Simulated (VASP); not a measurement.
Write the native input for VASP 6.6.1 that does the following.

- Task: single point
- Functional: r2SCAN
- Potentials or basis: VASP PAW PBE potentials, release 64 (C)
- Cutoff: 520 eV
- k mesh: 10 × 10 × 4
- Occupations: gaussian, width 0.01 eV
- Spin: no spin polarisation
- Dipole correction: no
- Further INCAR settings: ALGO = Normal; EDIFF = 1e-07; NBANDS = 16

The system is C.

```
CELL_PARAMETERS angstrom
2.42989 0.00000 0.00000
-1.21495 2.10435 0.00000
0.00000 0.00000 5.81911
ATOMIC_POSITIONS crystal
C 0.00000 0.00000 0.00250
C 0.00000 0.00000 0.50250
C 0.33333 0.66667 0.00250
C 0.66667 0.33333 0.50250
```

One way to write it, as run:

POSCAR

```
C
1.0
    2.4298944048      0.0000000000      0.0000000000
   -1.2149472024      2.1043502831      0.0000000000
    0.0000000000      0.0000000000      5.8191059144
C
4
Direct
    0.0000000000      0.0000000000      0.0025000000
    0.0000000000      0.0000000000      0.5025000000
    0.3333333333      0.6666666667      0.0025000000
    0.6666666667      0.3333333333      0.5025000000
```

INCAR.step1

```
ALGO = Normal
EDIFF = 1E-4
ENCUT = 520
GGA = PE
ISMEAR = 0
LASPH = T
LCHARG = F
LREAL = F
LWAVE = T
NBANDS = 16
NELM = 60
PREC = Accurate
SIGMA = 0.01
```

INCAR.step2

```
ALGO = Normal
EDIFF = 1E-7
ENCUT = 520
ISIF = 2
ISMEAR = 0
ISTART = 1
LASPH = T
LCHARG = T
LELF = T
LMIXTAU = T
LREAL = F
LVHAR = T
LWAVE = F
METAGGA = R2SCAN
NBANDS = 16
NELM = 60
PREC = Accurate
SIGMA = 0.01
```

KPOINTS

```
k-points
0
Gamma
  10 10 4
```

Potentials or basis: VASP PAW PBE potentials, release 64 (C).

The run is started by

```bash
$ cat potpaw_PBE.64/C/POTCAR > POTCAR
$ cp INCAR.step1 INCAR
$ mpirun -np 1 vasp_std > vasp.out
$ cp INCAR.step2 INCAR
$ mpirun -np 1 vasp_std > vasp.out
```

Results of the run:

```json
{"Pressure": "15.8 GPa", "Band gap on the k mesh": "0.64 eV, direct"}
```

Caveat: the PAW data sets were made with another functional, which shifts forces and pressure a little.

Wall time 100 s on 1 thread of AMD EPYC 7R43 64-Core Processor (Zen 3), on a shared host, peak memory 0.11 GiB.
